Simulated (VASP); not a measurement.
# Sn (Fd-3m) in VASP: notebook

Runs on Sn. Level: r2SCAN. Tasks: single point.

Everything below comes from runs of VASP 6.6.1. Logs are shortened: lines on timing, memory, paths and dates and some standing lists are left out, and cuts for length are marked.

**1. The cell of the first run**

The structure is cubic, space group Fd-3m (No. 227). Conventional cell: a = 6.473 Å, b = 6.473 Å, c = 6.473 Å, α = 90.00°, β = 90.00°, γ = 90.00°. Within 3.7 Å of Sn (site symmetry -43m) lie 4 Sn at 2.80 Å.

This isn't the form of Sn at room conditions, which is tetragonal (white tin).

**2. Single point, r2SCAN**

Contents of POSCAR:

```
Sn
1.0
    0.0000000000      3.2362728649      3.2362728649
    3.2362728649      0.0000000000      3.2362728649
    3.2362728649      3.2362728649      0.0000000000
Sn
2
Direct
    0.0000000000      0.0000000000      0.0000000000
    0.2500000000      0.2500000000      0.2500000000
```

Contents of INCAR.step1:

```
SYSTEM = Sn
ALGO     = Normal         ! electronic algorithm
EDIFF    = 1E-4           ! SCF threshold, eV
ENCUT    = 520            ! plane-wave cutoff, eV
GGA      = PE             ! functional
ISMEAR   = -1             ! smearing method
LASPH    = .True.         ! aspherical terms in the spheres
LCHARG   = .False.        ! write CHGCAR
LREAL    = .False.        ! projectors in reciprocal space
LWAVE    = .True.         ! write WAVECAR
NBANDS   = 21             ! bands
NELM     = 60             ! most SCF steps
PREC     = Accurate       ! precision mode
SIGMA    = 0.1            ! smearing width, eV
```

Contents of INCAR.step2:

```
SYSTEM = Sn
ALGO     = Normal         ! electronic algorithm
EDIFF    = 1E-6           ! SCF threshold, eV
ENCUT    = 520            ! plane-wave cutoff, eV
ISIF     = 2              ! what is computed and relaxed
ISMEAR   = -1             ! smearing method
ISTART   = 1            
LASPH    = .True.         ! aspherical terms in the spheres
LCHARG   = .False.        ! write CHGCAR
LMIXTAU  = .True.       
LREAL    = .False.        ! projectors in reciprocal space
LWAVE    = .False.        ! write WAVECAR
METAGGA  = R2SCAN         ! meta-GGA
NBANDS   = 21             ! bands
NELM     = 60             ! most SCF steps
PREC     = Accurate       ! precision mode
SIGMA    = 0.1            ! smearing width, eV
```

Contents of KPOINTS:

```
k-points
0
Gamma
  9 9 9
  0 0 0
```

Potentials or basis: VASP PAW PBE potentials, release 64 (Sn_d).

On the command line:

```console
$ cat potpaw_PBE.64/Sn_d/POTCAR > POTCAR
$ cp INCAR.step1 INCAR
$ mpirun -np 1 vasp_std > vasp.out
$ cp INCAR.step2 INCAR
$ mpirun -np 1 vasp_std > vasp.out
```

OUTCAR:

```text
SYSTEM = Sn
   EDIFF = 1E-6
   ENCUT = 520
   ISIF = 2
   ISMEAR = -1
   ISTART = 1
   LASPH = .True.
   LREAL = .False.
   METAGGA = R2SCAN
   NELM = 60
   PREC = Accurate

 ion  position               nearest neighbor table
   1  0.000  0.000  0.000-   2 2.80   2 2.80   2 2.80   2 2.80
   2  0.250  0.250  0.250-   1 2.80   1 2.80   1 2.80   1 2.80

  LATTYP: Found a face centered cubic cell.
 ALAT       =     6.4725457298

  Lattice vectors:

 A1 = (   0.0000000000,   3.2362728649,   3.2362728649)
 A2 = (   3.2362728649,   0.0000000000,   3.2362728649)
 A3 = (   3.2362728649,   3.2362728649,   0.0000000000)

Analysis of symmetry for initial positions (statically):
=====================================================================
 Subroutine PRICEL returns:
 Original cell was already a primitive cell.

 Routine SETGRP: Setting up the symmetry group for a
 face centered cubic supercell.

 Subroutine GETGRP returns: Found 48 space group operations
 (whereof 24 operations were pure point group operations)
 out of a pool of 48 trial point group operations.

The static configuration has the point symmetry T_d .
 The point group associated with its full space group is O_h .

Analysis of symmetry for dynamics (positions and initial velocities):
=====================================================================
 Subroutine PRICEL returns:
 Original cell was already a primitive cell.

 Routine SETGRP: Setting up the symmetry group for a
 face centered cubic supercell.

 Subroutine GETGRP returns: Found 48 space group operations
 (whereof 24 operations were pure point group operations)
 out of a pool of 48 trial point group operations.

The dynamic configuration has the point symmetry T_d .
 The point group associated with its full space group is O_h .

 Subroutine INISYM returns: Found 48 space group operations
 (whereof 24 operations are pure point group operations),
 and found     1 'primitive' translations

----------------------------------------------------------------------------------------

                                     Primitive cell

  volume of cell :      67.7900

  direct lattice vectors                    reciprocal lattice vectors
     0.000000000  3.236272865  3.236272865    -0.154498715  0.154498715  0.154498715
     3.236272865  0.000000000  3.236272865     0.154498715 -0.154498715  0.154498715
     3.236272865  3.236272865  0.000000000     0.154498715  0.154498715 -0.154498715

  length of vectors
     4.576780977  4.576780977  4.576780977     0.267599625  0.267599625  0.267599625

  position of ions in fractional coordinates (direct lattice)
     0.000000000  0.000000000  0.000000000
     0.250000000  0.250000000  0.250000000

  ion indices of the primitive-cell ions
   primitive index   ion index
                 1           1
                 2           2

----------------------------------------------------------------------------------------

 KPOINTS: k-points

Automatic generation of k-mesh.
 Grid dimensions read from file:
 generate k-points for:    9    9    9

 Generating k-lattice:

  Cartesian coordinates                     Fractional coordinates (reciprocal lattice)
    -0.017166524  0.017166524  0.017166524     0.111111111  0.000000000  0.000000000
     0.017166524 -0.017166524  0.017166524     0.000000000  0.111111111  0.000000000
     0.017166524  0.017166524 -0.017166524     0.000000000  0.000000000  0.111111111

  Length of vectors
     0.029733292  0.029733292  0.029733292

  Shift w.r.t. Gamma in fractional coordinates (k-lattice)
     0.000000000  0.000000000  0.000000000

 Subroutine IBZKPT returns following result:
 ===========================================

 Found     35 irreducible k-points:

 Following reciprocal coordinates:
            Coordinates               Weight
  0.000000  0.000000  0.000000      1.000000
  0.111111  0.000000  0.000000      8.000000
  0.222222  0.000000  0.000000      8.000000
  0.333333  0.000000  0.000000      8.000000
  0.444444  0.000000  0.000000      8.000000
  0.111111  0.111111  0.000000      6.000000
[... 16 lines left out ...]
 -0.333333  0.333333  0.000000     12.000000
  0.444444  0.444444  0.000000      6.000000
 [... further k-points ...]
   k-points           NKPTS =     35   k-points in BZ     NKDIM =     35   number of bands    NBANDS=     21
   number of dos      NEDOS =    301   number of ions     NIONS =      2
   total plane-waves  NPLWV =  46656
   dimension x,y,z NGX =    36 NGY =   36 NGZ =   36
   dimension x,y,z NGXF=    72 NGYF=   72 NGZF=   72
   ions per type =               2
   NGX,Y,Z   is equivalent  to a cutoff of  13.08, 13.08, 13.08 a.u.
   NGXF,Y,Z  is equivalent  to a cutoff of  26.15, 26.15, 26.15 a.u.
 SYSTEM =  Sn
   PREC   = accura    normal or accurate (medium, high low for compatibility)
   ISTART =      1    job   : 0-new  1-cont  2-samecut
   ICHARG =      0    charge: 1-file 2-atom 10-const
   ISPIN  =      1    spin polarized calculation?
   LNONCOLLINEAR =      F non collinear calculations
   LSORBIT =      F    spin-orbit coupling
   LASPH  =      T    aspherical Exc in radial PAW
   ENCUT  =  520.0 eV  38.22 Ry    6.18 a.u.   8.51  8.51  8.51*2*pi/ulx,y,z
   NELM   =     60;   NELMIN=  2; NELMDL=  0     # of ELM steps
   EDIFF  = 0.1E-05   stopping-criterion for ELM
   LREAL  =      F    real-space projection
[... 7 lines left out ...]
   TEBEG  =    0.0;   TEEND  =   0.0 temperature during run
   PSTRESS=    0.0 pullay stress
   NELECT =      28.0000    total number of electrons
   NUPDOWN=      -1.0000    fix difference up-down
   EMIN   =  10.00;   EMAX   =-10.00  energy-range for DOS
   EFERMI =   0.00;   METHOD = LEGACY
   ISMEAR =    -1;   SIGMA  =   0.10  broadening in eV -4-tet -1-fermi 0-gaus
   EFERMI_NEDOS =   21; number of points for ismear=-14 and -15
   IALGO  =     38    algorithm
   IMIX   =      4    mixing-type and parameters
     AMIX     =   0.40;   BMIX     =  1.00
     AMIX_MAG =   1.60;   BMIX_MAG =  1.00
  volume/ion in A,a.u.               =      33.89       228.73
  Fermi-wavevector in a.u.,A,eV,Ry     =   1.219193  2.303940 20.224122  1.486431
  Thomas-Fermi vector in A             =   2.354453
   LORBIT       =      0    0 simple, 1 ext, 2 COOP (PROOUT), +10 PAW based schemes
   METAGGA = R2SCAN    functional components
   LHFCALC =     F    Hartree Fock is set to
   AEXX    =    0.0000 exact exchange contribution
   IVDW    =     0    specifies the selected vdW correction
   LEPSILON=     F    determine dielectric tensor
   LRPA    =     F    only Hartree local field effects (RPA)
 non-spin polarized calculation
  energy-cutoff  :      520.00
  volume of cell :       67.79
 maximum number of plane-waves:      1853
 NGX is ok and might be reduce to    36
   NGX = 17   NGY = 17   NGZ = 17

 number of electron      28.0000007 magnetization

 Free energy of the ion-electron system (eV)
  ---------------------------------------------------
  ext. energy  EPLUGINS =         0.00000000
  ---------------------------------------------------
  free energy    TOTEN  =       -49.47405569 eV

  energy without entropy =      -49.47021490  energy(sigma->0) =      -49.47213529

 E-fermi :   5.6944     XC(G=0):  -9.6299

 val. band max:        5.6700366017   @ k =   0.0000   0.0000   0.0000
 cond. band min:       5.8435621443   @ k =   0.4444   0.0000   0.0000
 fundamental gap:      0.1735255425
 Fermi energy:         5.6943574881

 k-point     1 :       0.0000    0.0000    0.0000
  band No.  band energies     occupation
      1     -16.7554      2.00000
      2     -16.7554      2.00000
      3     -16.7554      2.00000
      4     -16.6875      2.00000
      5     -16.6875      2.00000
      6     -16.3567      2.00000
[... 13 lines left out ...]
     20      13.9432      0.00000
     21      13.9432      0.00000

 k-point     2 :       0.1111    0.0000    0.0000
  band No.  band energies     occupation
      1     -16.7651      2.00000
      2     -16.7651      2.00000
      3     -16.7523      2.00000
      4     -16.6739      2.00000
      5     -16.6739      2.00000
      6     -16.3729      2.00000
[... 13 lines left out ...]
     20      13.1629      0.00000
     21      13.1629      0.00000

 k-point     3 :       0.2222    0.0000    0.0000
  band No.  band energies     occupation
      1     -16.7801      2.00000
      2     -16.7801      2.00000
      3     -16.7442      2.00000
      4     -16.6496      2.00000
      5     -16.6496      2.00000
      6     -16.3933      2.00000
[... 13 lines left out ...]
     20      12.8155      0.00000
     21      12.8155      0.00000

 k-point     4 :       0.3333    0.0000    0.0000
  band No.  band energies     occupation
      1     -16.7900      2.00000
      2     -16.7900      2.00000
      3     -16.7347      2.00000
      4     -16.6310      2.00000
      5     -16.6310      2.00000
      6     -16.4066      2.00000
[... 13 lines left out ...]
     20      13.3485      0.00000
     21      13.3485      0.00000

 k-point     5 :       0.4444    0.0000    0.0000
  band No.  band energies     occupation
      1     -16.7942      2.00000
      2     -16.7942      2.00000
      3     -16.7282      2.00000
      4     -16.6224      2.00000
      5     -16.6224      2.00000
      6     -16.4116      2.00000
[... 13 lines left out ...]
     20      14.5417      0.00000
     21      14.5417      0.00000

 k-point     6 :       0.1111    0.1111    0.0000
  band No.  band energies     occupation
      1     -16.7629      2.00000
      2     -16.7629      2.00000
      3     -16.7629      2.00000
      4     -16.6767      2.00000
      5     -16.6596      2.00000
      6     -16.4029      2.00000
[... 13 lines left out ...]
     20      12.2738      0.00000
     21      14.0889      0.00000

 k-point     7 :       0.2222    0.1111    0.0000
  band No.  band energies     occupation
      1     -16.7824      2.00000
      2     -16.7744      2.00000
      3     -16.7513      2.00000
      4     -16.6583      2.00000
      5     -16.6326      2.00000
      6     -16.4319      2.00000
[... 13 lines left out ...]
     20      12.8637      0.00000
     21      13.7295      0.00000
[... 291 lines left out ...]
      1     -16.7986      2.00000
      2     -16.7986      2.00000
      3     -16.7404      2.00000
      4     -16.5978      2.00000
      5     -16.5544      2.00000
      6     -16.5289      2.00000
[... 13 lines left out ...]
     20      15.2630      0.00000
     21      15.5773      0.00000

 k-point    21 :       0.4444    0.3333    0.0000
  band No.  band energies     occupation
      1     -16.8146      2.00000
      2     -16.8055      2.00000
      3     -16.7082      2.00000
      4     -16.5827      2.00000
      5     -16.5703      2.00000
      6     -16.5009      2.00000
[... 13 lines left out ...]
     20      15.5900      0.00000
     21      15.9181      0.00000

 k-point    22 :      -0.4444    0.3333    0.0000
  band No.  band energies     occupation
      1     -16.8317      2.00000
      2     -16.8101      2.00000
      3     -16.6725      2.00000
      4     -16.5760      2.00000
      5     -16.5448      2.00000
      6     -16.5048      2.00000
[... 13 lines left out ...]
     20      14.6520      0.00000
     21      16.6009      0.00000

 k-point    23 :      -0.3333    0.3333    0.0000
  band No.  band energies     occupation
      1     -16.8366      2.00000
      2     -16.8113      2.00000
      3     -16.6647      2.00000
      4     -16.5524      2.00000
      5     -16.5414      2.00000
      6     -16.5232      2.00000
[... 13 lines left out ...]
     20      13.3774      0.00000
     21      16.9308      0.00000

 k-point    24 :       0.4444    0.4444    0.0000
  band No.  band energies     occupation
      1     -16.8095      2.00000
      2     -16.8095      2.00000
      3     -16.6954      2.00000
      4     -16.6311      2.00000
      5     -16.5399      2.00000
      6     -16.4788      2.00000
[... 13 lines left out ...]
     20      16.1676      0.00000
     21      16.3006      0.00000

 [... further k-points ...]

------------------------ aborting loop because EDIFF is reached ----------------------------------------

  FORCE on cell =-STRESS in cart. coord.  units (eV):
  Direction    XX          YY          ZZ          XY          YZ          ZX
  --------------------------------------------------------------------------------------
  -------------------------------------------------------------------------------------
  Total        0.8666150      0.8666150      0.8666150      0.0000000     -0.0000000      0.0000000
  in kB       20.4819541     20.4819541     20.4819541      0.0000000     -0.0000000      0.0000000
  external PRESSURE =      20.4819541 kB  Pullay stress =       0.0000000 kB

 VOLUME and BASIS-vectors are now :
 -----------------------------------------------------------------------------
  energy-cutoff  :      520.00
  volume of cell :       67.79
      direct lattice vectors                 reciprocal lattice vectors
     0.000000000  3.236272865  3.236272865    -0.154498715  0.154498715  0.154498715
     3.236272865  0.000000000  3.236272865     0.154498715 -0.154498715  0.154498715
     3.236272865  3.236272865  0.000000000     0.154498715  0.154498715 -0.154498715

 POSITION                                       TOTAL-FORCE (eV/Angst)
 -----------------------------------------------------------------------------------
      0.00000      0.00000      0.00000        -0.000000     -0.000000     -0.000000
      1.61814      1.61814      1.61814         0.000000      0.000000      0.000000
 -----------------------------------------------------------------------------------
    total drift:                                0.000000      0.000000      0.000000

  FREE ENERGIE OF THE ION-ELECTRON SYSTEM (eV)
  ---------------------------------------------------
  free  energy   TOTEN  =       -49.4740556894 eV

  energy  without entropy=      -49.4702148956  energy(sigma->0) =      -49.47213529
```

Wall time 89 s (1 thread of AMD EPYC 9R45 (Zen 5), shared host); peak memory 0.2 GiB.

Results:

| Property | Result |
| --- | --- |
| Free energy | -49.4741 eV |
| Pressure | 2.0 GPa |
| Band gap on the k mesh | zero (filled and empty bands touch) |

Levels at points of the mesh, in eV from the Fermi level:
```csv
k point,band 12,band 13,band 14,band 15,band 16,band 17
"(0.00, 0.00, 0.00)",-0.33,-0.02,-0.02,-0.02,2.19,2.19
```

Caveat: the PAW data sets were made with another functional, which shifts forces and pressure a little; spin-orbit coupling is left out, which moves the levels of the heavy elements.

**3. Single point, r2SCAN**

POSCAR is that of step 2.

Contents of INCAR.step1:

```
ALGO = Normal ; EDIFF = 1E-4
ENCUT = 520 ; GGA = PE
ISMEAR = -1 ; LASPH = True
LCHARG = False ; LREAL = False
LWAVE = True ; NBANDS = 21
NELM = 60 ; PREC = Accurate
SIGMA = 0.1
```

Contents of INCAR.step2:

```
ALGO = Normal ; EDIFF = 1E-6
ENCUT = 520 ; ISIF = 2
ISMEAR = -1 ; ISTART = 1
LASPH = True ; LCHARG = True
LELF = True ; LMIXTAU = True
LREAL = False ; LVHAR = True
LWAVE = False ; METAGGA = R2SCAN
NBANDS = 21 ; NELM = 60
PREC = Accurate ; SIGMA = 0.1
```

Contents of KPOINTS:

```
k-points
0
Gamma
  9 9 9
```

Potentials or basis: VASP PAW PBE potentials, release 64 (Sn_d).

On the command line:

```console
$ cat potpaw_PBE.64/Sn_d/POTCAR > POTCAR
$ cp INCAR.step1 INCAR
$ mpirun -np 1 vasp_std > vasp.out
$ cp INCAR.step2 INCAR
$ mpirun -np 1 vasp_std > vasp.out
```

Run time: 90 s. Hardware: 1 thread of AMD EPYC 9R45 (Zen 5), shared host; peak memory 0.2 GiB.

It converged, with:

```yaml
Free_energy: -49.4741 eV
Pressure: 2.0 GPa
Band_gap_on_the_k_mesh: zero (filled and empty bands touch)
```

Levels at points of the mesh, in eV from the Fermi level:
| k point | band 12 | band 13 | band 14 | band 15 | band 16 | band 17 |
| --- | --- | --- | --- | --- | --- | --- |
| (0.00, 0.00, 0.00) | -0.33 | -0.02 | -0.02 | -0.02 | 2.19 | 2.19 |

Caveat: the PAW data sets were made with another functional, which shifts forces and pressure a little; spin-orbit coupling is left out, which moves the levels of the heavy elements.

The gap in the log of VASP goes by the Fermi energy; the results here count the filled bands.